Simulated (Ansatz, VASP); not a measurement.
## HfB2 in VASP and in Ansatz

```
Hf B
1.0
     3.35496    0.00000    0.00000
     0.00000    3.35496    0.00000
     0.00000    0.00000    3.17402
Hf B
1 2
Direct
  0.50000 0.50000 0.50000
  0.00000 0.00000 0.50000
  0.00000 0.00000 0.00000
```

Alike in both runs: task relaxation of cell and atoms; functional PBE; k mesh 6 × 6 × 6; occupations gaussian, width 0.1 eV; no spin polarisation.

```csv
,VASP,Ansatz
version,VASP 6.6.1,Ansatz 0.2.0
potentials or method,"VASP PAW PBE potentials, release 64 (Hf_pv, B), cutoff 600 eV","scalar-relativistic, plane waves, PAW"
valence electrons in the cell,16,32
```

```csv
,VASP,Ansatz,Ansatz less VASP
"gap on the k mesh at the Fermi level, each at its own relaxed structure (eV)",none,none,-
relaxed volume (Å³/atom),11.91,11.92,+0.014
relaxed cell length with the largest relative difference (Å),3.350,3.352,+0.0015
```

A gap of «none» marks a metal or a gap that the smearing closes. VASP's potentials hold 16 valence electrons a cell and Ansatz's 32, so a difference there can come from the potentials and not from the codes.

Neither program's run includes spin-orbit coupling.
